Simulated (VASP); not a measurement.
Pd, 2 atoms in the cell. The structure is hexagonal, space group P6_3/mmc (No. 194). Conventional cell: a = 2.788 Å, b = 2.788 Å, c = 4.692 Å, α = 90.00°, β = 90.00°, γ = 120.00°. Within 3.7 Å of Pd (site symmetry -6m2) lie 12 Pd at 2.79 to 2.84 Å. This isn't the form of Pd at room conditions, which is fcc.

| Item | Value |
| --- | --- |
| Program | VASP 6.6.1 |
| Task | single point |
| Functional | PBEsol |
| Potentials or basis | VASP PAW PBE potentials, release 64 (Pd) |
| Cutoff | 520 eV |
| k mesh | 15 × 15 × 8 |
| Occupations | fermi-dirac, width 0.05 eV |
| Spin | collinear spin |
| Starting moments | [0.5, 0.5] μB |
| Dipole correction | no |
| Further INCAR settings | ALGO = Normal; EDIFF = 1e-07; NBANDS = 21 |

Potentials or basis: VASP PAW PBE potentials, release 64 (Pd).

Command:

```bash
$ cat potpaw_PBE.64/Pd/POTCAR > POTCAR
$ mpirun -np 1 vasp_std > vasp.out
```

Hardware: 1 thread of Intel(R) Xeon(R) Platinum 8259CL CPU @ 2.50GHz (Skylake/Cascade Lake), on a shared host.

Estimate the wall time of this run.

Run time: 2.1 min on 1 thread of Intel(R) Xeon(R) Platinum 8259CL CPU @ 2.50GHz (Skylake/Cascade Lake), on a shared host, peak memory 0.26 GiB. Counts: scf iterations 13, k points 135.
